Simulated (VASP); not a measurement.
Write the native input for VASP 6.6.1 that does the following.

```
Task                   : single point
Functional             : PBEsol
Potentials or basis    : VASP PAW PBE potentials, release 64 (Pt)
Cutoff                 : 520 eV
k mesh                 : 22 × 22 × 22
Occupations            : gaussian, width 0.15 eV
Spin                   : no spin polarisation
Dipole correction      : no
Further INCAR settings : ALGO = Fast; EDIFF = 1e-06; NBANDS = 11
```

The structure of Pt lies in POSCAR:

```
Pt
1.0
   -1.6317466000      1.6317466000      1.6317466000
    1.6317466000     -1.6317466000      1.6317466000
    1.6317466000      1.6317466000     -1.6317466000
Pt
1
Direct
    0.0000000000      0.0000000000      0.0000000000
```

This cell differs from its parent crystal: strain +0.030 along x and y, +0.030 along z.

The input as run:

INCAR

```
  ALGO = Fast
  EDIFF = 1E-6
  ENCUT = 520
  GGA = PS
  ISIF = 2
  ISMEAR = 0
  LASPH = T
  LCHARG = T
  LELF = T
  LREAL = F
  LVHAR = T
  LWAVE = F
  NBANDS = 11
  NELM = 80
  PREC = Accurate
  SIGMA = 0.15
```

KPOINTS

```
k-points
0
Gamma
  22 22 22
```

Potentials or basis: VASP PAW PBE potentials, release 64 (Pt).

Run with:

```sh
$ cat potpaw_PBE.64/Pt/POTCAR > POTCAR
$ mpirun -np 1 vasp_std > vasp.out
```

It gave:

- Pressure: -25.9 GPa
- Band gap on the k mesh: zero (band 5 reaches 9.27 eV, above the bottom of band 6 at 7.46 eV)

Caveat: the cell differs from its parent crystal (strain +0.030 along x and y, +0.030 along z); the PAW data sets were made with another functional, which shifts forces and pressure a little; spin-orbit coupling is left out, which moves the levels of the heavy elements.

It took 46 s on 1 thread of Intel(R) Xeon(R) Platinum 8175M CPU @ 2.50GHz (Skylake/Cascade Lake) (shared host), peak memory 0.19 GiB.
